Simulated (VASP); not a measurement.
Runs of VASP 6.6.1 on CsCdCl3. The structure is that of space group Pm-3m (No. 221), or close to it. The cells are those of the table. 

| cell | gap on the mesh (eV) | pressure (GPa) |
| --- | --- | --- |
| a = 5.200, b = 5.200, c = 5.278 Å, 5 atoms | (b) | -2.2 |
| a = 5.278, b = 5.278, c = 5.200 Å, 5 atoms | 1.46 | -2.6 |
| a = 5.200, b = 5.200, c = 5.356 Å, 5 atoms | (a) | -2.6 |
| a = 5.278, b = 5.278, c = 5.122 Å, 5 atoms | 1.46 | -2.1 |
| a = 5.278, b = 5.278, c = 5.044 Å, 5 atoms | 1.46 | -1.5 |

Alike in all rows: task single point; level LDA; potentials or basis VASP PAW LDA potentials, release 64 (Cs_sv, Cd, Cl); no spin polarisation; k mesh 6 × 6 × 6; cutoff (eV) 520; smearing gaussian 0.05 eV.

Question: Fill in the values left out.

Answer: (a) 1.44; (b) 1.49.

Caveats: spin-orbit coupling is left out, which moves the levels of the heavy elements.

A k mesh can miss the band edges, and the runs leave out spin-orbit coupling on Cd, Cs.
